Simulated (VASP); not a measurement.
Here is a VASP 6.6.1 calculation.

INCAR

```
ALGO     = Normal         # electronic algorithm
EDIFF    = 1E-7           # SCF threshold, eV
ENCUT    = 520            # plane-wave cutoff, eV
GGA      = PE             # functional
ISIF     = 2              # what is computed and relaxed
ISMEAR   = -1             # smearing method
LASPH    = True           # aspherical terms in the spheres
LCHARG   = False          # write CHGCAR
LREAL    = False          # projectors in reciprocal space
LWAVE    = False          # write WAVECAR
NBANDS   = 16             # bands
NELM     = 100            # most SCF steps
PREC     = Accurate       # precision mode
SIGMA    = 0.1            # smearing width, eV
```

Contents of KPOINTS:

```
k-points
0
Gamma
  13 13 13
```

Contents of POSCAR:

```
ZnSe
1.0
    0.0000000000      2.5058436698      2.5058436698
    2.5058436698      0.0000000000      2.5058436698
    2.5058436698      2.5058436698      0.0000000000
Zn Se
1 1
Direct
    0.0000000000      0.0000000000      0.0000000000
    0.2500000000      0.2500000000      0.2500000000
```

Potentials or basis: VASP PAW PBE potentials, release 64 (Zn, Se).

Command:

```sh
$ cat potpaw_PBE.64/Zn/POTCAR potpaw_PBE.64/Se/POTCAR > POTCAR
$ mpirun -np 1 vasp_std > vasp.out
```

(1) Predict the band gap on the k mesh.

(2) Predict the pressure.

Results:

(1) 1.91 eV, indirect (least direct gap 2.97 eV).

(2) 57.9 GPa.
